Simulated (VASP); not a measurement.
# Cd (P6_3/mmc) in VASP: notebook

Runs on Cd. Level: LDA. Tasks: relaxation of shape and atoms at fixed volume, single point.

All numbers are computed with VASP 6.6.1; they aren't measurements. Logs are shortened: lines on timing, memory, paths and dates and some standing lists are left out, and cuts for length are marked.

## 1. The cell of the first run

It takes space group P6_3/mmc (No. 194, hexagonal). The conventional cell has a = 2.242 Å, b = 2.242 Å, c = 4.114 Å, α = 90.00°, β = 90.00°, γ = 120.00°. Cd (site symmetry -6m2) has 12 Cd at 2.24 to 2.43 Å within 3.0 Å.

## 2. Relaxation of shape and atoms at fixed volume, LDA

File INCAR:

```
PREC     = Accurate       # precision mode
ENCUT    = 600            # plane-wave cutoff, eV
EDIFF    = 1E-7           # SCF threshold, eV
ISMEAR   = -1             # smearing method
SIGMA    = 0.1            # smearing width, eV
LREAL    = False          # projectors in reciprocal space
LASPH    = True           # aspherical terms in the spheres
NELM     = 80             # most SCF steps
ALGO     = Normal         # electronic algorithm
ISIF     = 4              # what is computed and relaxed
LWAVE    = False          # write WAVECAR
LCHARG   = False          # write CHGCAR
GGA      = CA             # functional
IBRION   = 2              # ionic algorithm
NSW      = 50             # ionic steps
EDIFFG   = -0.005         # ionic threshold
```

File KPOINTS:

```
regular mesh
0
Gamma
  16 16 9
```

File POSCAR:

```
Cd
1.0
    2.2419607982      0.0000000000      0.0000000000
   -1.1209803991      1.9415950056      0.0000000000
    0.0000000000      0.0000000000      4.1137481498
Cd
2
Direct
    0.3333333333      0.6666666667      0.2500000000
    0.6666666667      0.3333333333      0.7500000000
```

Potentials or basis: VASP PAW LDA potentials, release 64 (Cd).

The run is started by

```console
$ cat potpaw_LDA.64/Cd/POTCAR > POTCAR
$ mpirun -np 1 vasp_std > vasp.out
```

OUTCAR:

```text
PREC = Accurate
   ENCUT = 600
   EDIFF = 1E-7
   ISMEAR = -1
   LREAL = False
   LASPH = True
   NELM = 80
   ISIF = 4
   GGA = CA
   IBRION = 2
   NSW = 50
   EDIFFG = -0.005

 ion  position               nearest neighbor table
   1  0.333  0.667  0.250-   2 2.43   2 2.43   2 2.43   2 2.43   2 2.43   2 2.43   2 3.31   2 3.31
                             2 3.31   2 3.31   2 3.31   2 3.31
   2  0.667  0.333  0.750-   1 2.43   1 2.43   1 2.43   1 2.43   1 2.43   1 2.43   1 3.31   1 3.31
                             1 3.31   1 3.31   1 3.31   1 3.31

  LATTYP: Found a hexagonal cell.
 ALAT       =     2.2419607982
 C/A-ratio  =     1.8348885284

  Lattice vectors:

 A1 = (   2.2419607982,   0.0000000000,   0.0000000000)
 A2 = (  -1.1209803991,   1.9415950056,   0.0000000000)
 A3 = (   0.0000000000,   0.0000000000,   4.1137481498)

Analysis of symmetry for initial positions (statically):
=====================================================================
 Subroutine PRICEL returns:
 Original cell was already a primitive cell.

 Routine SETGRP: Setting up the symmetry group for a
 hexagonal supercell.

 Subroutine GETGRP returns: Found 24 space group operations
 (whereof 12 operations were pure point group operations)
 out of a pool of 24 trial point group operations.

The static configuration has the point symmetry D_3d.
 The point group associated with its full space group is D_6h.

Analysis of symmetry for dynamics (positions and initial velocities):
=====================================================================
 Subroutine PRICEL returns:
 Original cell was already a primitive cell.

 Routine SETGRP: Setting up the symmetry group for a
 hexagonal supercell.

 Subroutine GETGRP returns: Found 24 space group operations
 (whereof 12 operations were pure point group operations)
 out of a pool of 24 trial point group operations.

The dynamic configuration has the point symmetry D_3d.
 The point group associated with its full space group is D_6h.

 Subroutine INISYM returns: Found 24 space group operations
 (whereof 12 operations are pure point group operations),
 and found     1 'primitive' translations

----------------------------------------------------------------------------------------

                                     Primitive cell

  volume of cell :      17.9071

  direct lattice vectors                    reciprocal lattice vectors
     2.241960798  0.000000000  0.000000000     0.446038129  0.257520234  0.000000000
    -1.120980399  1.941595006  0.000000000     0.000000000  0.515040468  0.000000000
     0.000000000  0.000000000  4.113748150     0.000000000  0.000000000  0.243087317

  length of vectors
     2.241960798  2.241960798  4.113748150     0.515040468  0.515040468  0.243087317

  position of ions in fractional coordinates (direct lattice)
     0.333333333  0.666666667  0.250000000
     0.666666667  0.333333333  0.750000000

  ion indices of the primitive-cell ions
   primitive index   ion index
                 1           1
                 2           2

----------------------------------------------------------------------------------------

 KPOINTS: regular mesh

Automatic generation of k-mesh.
 Grid dimensions read from file:
 generate k-points for:   16   16    9

 Generating k-lattice:

  Cartesian coordinates                     Fractional coordinates (reciprocal lattice)
     0.027877383  0.016095015  0.000000000     0.062500000 -0.000000000  0.000000000
     0.000000000  0.032190029  0.000000000     0.000000000  0.062500000  0.000000000
     0.000000000  0.000000000  0.027009702     0.000000000  0.000000000  0.111111111

  Length of vectors
     0.032190029  0.032190029  0.027009702

  Shift w.r.t. Gamma in fractional coordinates (k-lattice)
     0.000000000  0.000000000  0.000000000

 Subroutine IBZKPT returns following result:
 ===========================================

 Found    150 irreducible k-points:

 Following reciprocal coordinates:
            Coordinates               Weight
  0.000000  0.000000  0.000000      1.000000
  0.062500 -0.000000  0.000000      6.000000
  0.125000 -0.000000  0.000000      6.000000
  0.187500 -0.000000  0.000000      6.000000
  0.250000 -0.000000  0.000000      6.000000
  0.312500 -0.000000  0.000000      6.000000
[... 16 lines left out ...]
  0.187500  0.187500  0.000000      6.000000
  0.250000  0.187500  0.000000     12.000000
 [... further k-points ...]
   k-points           NKPTS =    150   k-points in BZ     NKDIM =    150   number of bands    NBANDS=     16
   number of dos      NEDOS =    301   number of ions     NIONS =      2
   total plane-waves  NPLWV =  11664
   dimension x,y,z NGX =    18 NGY =   18 NGZ =   36
   dimension x,y,z NGXF=    36 NGYF=   36 NGZF=   72
   ions per type =               2
   NGX,Y,Z   is equivalent  to a cutoff of  13.35, 13.35, 14.55 a.u.
   NGXF,Y,Z  is equivalent  to a cutoff of  26.69, 26.69, 29.10 a.u.
 SYSTEM =  unknown system
   PREC   = accura    normal or accurate (medium, high low for compatibility)
   ISTART =      0    job   : 0-new  1-cont  2-samecut
   ICHARG =      2    charge: 1-file 2-atom 10-const
   ISPIN  =      1    spin polarized calculation?
   LNONCOLLINEAR =      F non collinear calculations
   LSORBIT =      F    spin-orbit coupling
   LASPH  =      T    aspherical Exc in radial PAW
   ENCUT  =  600.0 eV  44.10 Ry    6.64 a.u.   4.48  4.48  8.22*2*pi/ulx,y,z
   NELM   =     80;   NELMIN=  2; NELMDL= -5     # of ELM steps
   EDIFF  = 0.1E-06   stopping-criterion for ELM
   LREAL  =      F    real-space projection
   EDIFFG = -.5E-02   stopping-criterion for IOM
   NSW    =     50    number of steps for IOM
   IBRION =      2    ionic relax: 0-MD 1-quasi-New 2-CG
   NFREE  =      1    steps in history (QN), initial steepest desc. (CG)
   ISIF   =      4    stress and relaxation
   ISYM   =      2    0-nonsym 1-usesym 2-fastsym
   POTIM  = 0.5000    time-step for ionic-motion
   TEBEG  =    0.0;   TEEND  =   0.0 temperature during run
   PSTRESS=    0.0 pullay stress
   NELECT =      24.0000    total number of electrons
   NUPDOWN=      -1.0000    fix difference up-down
   EMIN   =  10.00;   EMAX   =-10.00  energy-range for DOS
   EFERMI =   0.00;   METHOD = LEGACY
   ISMEAR =    -1;   SIGMA  =   0.10  broadening in eV -4-tet -1-fermi 0-gaus
   EFERMI_NEDOS =   21; number of points for ismear=-14 and -15
   IALGO  =     38    algorithm
   IMIX   =      4    mixing-type and parameters
     AMIX     =   0.40;   BMIX     =  1.00
     AMIX_MAG =   1.60;   BMIX_MAG =  1.00
  volume/ion in A,a.u.               =       8.95        60.42
  Fermi-wavevector in a.u.,A,eV,Ry     =   1.804972  3.410902 44.326744  3.257924
  Thomas-Fermi vector in A             =   2.864766
   LORBIT       =      0    0 simple, 1 ext, 2 COOP (PROOUT), +10 PAW based schemes
   GGA     = CA    functional components
   LHFCALC =     F    Hartree Fock is set to
   AEXX    =    0.0000 exact exchange contribution
   IVDW    =     0    specifies the selected vdW correction
   LEPSILON=     F    determine dielectric tensor
   LRPA    =     F    only Hartree local field effects (RPA)
 conjugate gradient relaxation of ions
 non-spin polarized calculation
  energy-cutoff  :      600.00
  volume of cell :       17.91
 maximum number of plane-waves:       635
 NGX is ok and might be reduce to    18
   NGX =  9   NGY =  9   NGZ = 17

--------------------------------------- Ionic step        1  -------------------------------------------

 number of electron      23.9999993 magnetization

 Free energy of the ion-electron system (eV)
  ---------------------------------------------------
  ext. energy  EPLUGINS =         0.00000000
  ---------------------------------------------------
  free energy    TOTEN  =        13.54988631 eV

  energy without entropy =       13.55756491  energy(sigma->0) =       13.55372561

------------------------ aborting loop because EDIFF is reached ----------------------------------------

  FORCE on cell =-STRESS in cart. coord.  units (eV):
  Direction    XX          YY          ZZ          XY          YZ          ZX
  --------------------------------------------------------------------------------------
  -------------------------------------------------------------------------------------
  Total       68.2071572     68.2071572     49.2380540      0.0000000      0.0000000      0.0000000
  in kB     6102.6177898   6102.6177902   4405.4178011      0.0000000      0.0000000      0.0000000
  external PRESSURE =    5536.8844604 kB  Pullay stress =       0.0000000 kB
[... 89 lines left out ...]
  FREE ENERGIE OF THE ION-ELECTRON SYSTEM (eV)
  ---------------------------------------------------
  free  energy   TOTEN  =        13.1113775434 eV

  energy  without entropy=       13.1158710619  energy(sigma->0) =       13.11362430

[... ionic steps 4 to 19 ...]

--------------------------------------- Ionic step       20  -------------------------------------------

 number of electron      23.9999999 magnetization

------------------------ aborting loop because EDIFF is reached ----------------------------------------

  FORCE on cell =-STRESS in cart. coord.  units (eV):
  Direction    XX          YY          ZZ          XY          YZ          ZX
  --------------------------------------------------------------------------------------
  -------------------------------------------------------------------------------------
  Total       59.7474452     59.7474453     59.7302480      0.0000000      0.0000000      0.0000000
  in kB     5345.7120458   5345.7120578   5344.1733819      0.0000000      0.0000000      0.0000000
  external PRESSURE =    5345.1991618 kB  Pullay stress =       0.0000000 kB
[... 57 lines left out ...]
  energy  without entropy=       12.7540087376  energy(sigma->0) =       12.75219732

--------------------------------------- Ionic step       22  -------------------------------------------

 number of electron      23.9999999 magnetization

 Free energy of the ion-electron system (eV)
  ---------------------------------------------------
  ext. energy  EPLUGINS =         0.00000000
  ---------------------------------------------------
  free energy    TOTEN  =        12.75038489 eV

  energy without entropy =       12.75402155  energy(sigma->0) =       12.75220322

 E-fermi :  16.3865     XC(G=0): -16.8435

 val. band max:       16.3534756717   @ k =   0.3125   0.1250   0.0000
 cond. band min:      16.4249938155   @ k =   0.3125   0.3125   0.3333
 fundamental gap:      0.0715181438
 Fermi energy:        16.3865369642

 k-point     1 :       0.0000    0.0000    0.0000
  band No.  band energies     occupation
      1      -4.8453      2.00000
      2      -4.2883      2.00000
      3      -0.8169      2.00000
      4      -0.7476      2.00000
      5      -0.7476      2.00000
      6      -0.0884      2.00000
[... 8 lines left out ...]
     15      32.2360      0.00000
     16      32.6668      0.00000
[... 420 lines left out ...]
  band No.  band energies     occupation
      1      -3.1561      2.00000
      2      -3.0770      2.00000
      3      -2.5743      2.00000
      4      -1.1830      2.00000
      5      -1.0196      2.00000
      6       0.1463      2.00000
[... 8 lines left out ...]
     15      21.0070      0.00000
     16      27.3242      0.00000

 [... further k-points ...]

------------------------ aborting loop because EDIFF is reached ----------------------------------------

  FORCE on cell =-STRESS in cart. coord.  units (eV):
  Direction    XX          YY          ZZ          XY          YZ          ZX
  --------------------------------------------------------------------------------------
  -------------------------------------------------------------------------------------
  Total       59.7421119     59.7421121     59.7431056      0.0000000      0.0000000      0.0000000
  in kB     5345.2348680   5345.2348820   5345.3237770      0.0000000      0.0000000      0.0000000
  external PRESSURE =    5345.2645090 kB  Pullay stress =       0.0000000 kB
[... 17 lines left out ...]
  FREE ENERGIE OF THE ION-ELECTRON SYSTEM (eV)
  ---------------------------------------------------
  free  energy   TOTEN  =        12.7503848932 eV

  energy  without entropy=       12.7540215509  energy(sigma->0) =       12.75220322

 reached required accuracy - stopping structural energy minimisation
```

Run time: 6.5 min. Hardware: 1 thread of Intel Xeon 8259CL, shared host; peak memory 0.17 GiB.

Results:

```yaml
Free_energy: 12.7504 eV
Pressure_after_relaxing: 534.5 GPa
Band_gap_on_the_k_mesh: zero (bands 12 and 13 overlap by 2.72 eV)
```

Final structure:
```cif
data_structure
_symmetry_space_group_name_H-M 'P 1'
_symmetry_Int_Tables_number 1
_cell_length_a 2.3410
_cell_length_b 2.3410
_cell_length_c 3.7731
_cell_angle_alpha 90.000
_cell_angle_beta 90.000
_cell_angle_gamma 120.000
_cell_volume 17.91
loop_
_atom_site_label
_atom_site_type_symbol
_atom_site_fract_x
_atom_site_fract_y
_atom_site_fract_z
_atom_site_occupancy
Cd1 Cd 0.33333 0.66667 0.25000 1
Cd2 Cd 0.66667 0.33333 0.75000 1
```

## 3. Single point, LDA

This run uses another cell than the first one, of 18.90 Å³/atom.

File INCAR:

```
ALGO = Normal ; EDIFF = 1E-6
ENCUT = 520 ; ISIF = 2
ISMEAR = -1 ; LASPH = True
LCHARG = False ; LREAL = False
LWAVE = False ; NBANDS = 19
NELM = 100 ; PREC = Accurate
SIGMA = 0.1
```

File KPOINTS:

```
k-points
0
Gamma
  24 24 14
```

File POSCAR:

```
Cd
1.0
    2.8920488916      0.0000000000      0.0000000000
   -1.4460244458      2.5045878091      0.0000000000
    0.0000000000      0.0000000000      5.2190752554
Cd
2
Direct
    0.3333333333      0.6666666667      0.2500000000
    0.6666666667      0.3333333333      0.7500000000
```

Potentials or basis: VASP PAW LDA potentials, release 64 (Cd).

The run is started by

```console
$ cat potpaw_LDA.64/Cd/POTCAR > POTCAR
$ mpirun -np 1 vasp_std > vasp.out
```

Wall time 3.8 min (1 thread of Intel Xeon Platinum 8375C at 2.90GHz (Ice Lake), shared host); peak memory 0.37 GiB.

The run converged. Its results:

```
Free energy            : -3.0114 eV
Pressure               : 5.0 GPa
Band gap on the k mesh : zero (bands 12 and 13 overlap by 3.85 eV)
```

Stress tensor (GPa, compression positive):
```
5.16 0.00 0.00
0.00 5.16 0.00
0.00 0.00 4.80
```

Levels at points of the mesh, in eV from the Fermi level:
```csv
k point,band 8,band 9,band 10,band 11,band 12,band 13,band 14,band 15,band 16,band 17
"(0.00, 0.00, 0.00)",-9.10,-9.10,-8.68,-8.68,-3.63,-2.54,12.44,14.56,15.35,15.35
"(0.50, 0.00, 0.00)",-8.68,-8.42,-8.38,-2.99,-2.23,2.32,3.04,3.95,5.71,8.28
"(0.00, 0.00, 0.50)",-8.85,-8.85,-8.85,-8.22,-8.22,4.78,4.78,14.90,14.90,16.41
"(0.50, 0.00, 0.50)",-8.68,-8.40,-8.40,-2.13,-2.13,0.13,0.13,9.11,9.11,10.31
```

Caveat: the cell stands under pressure.
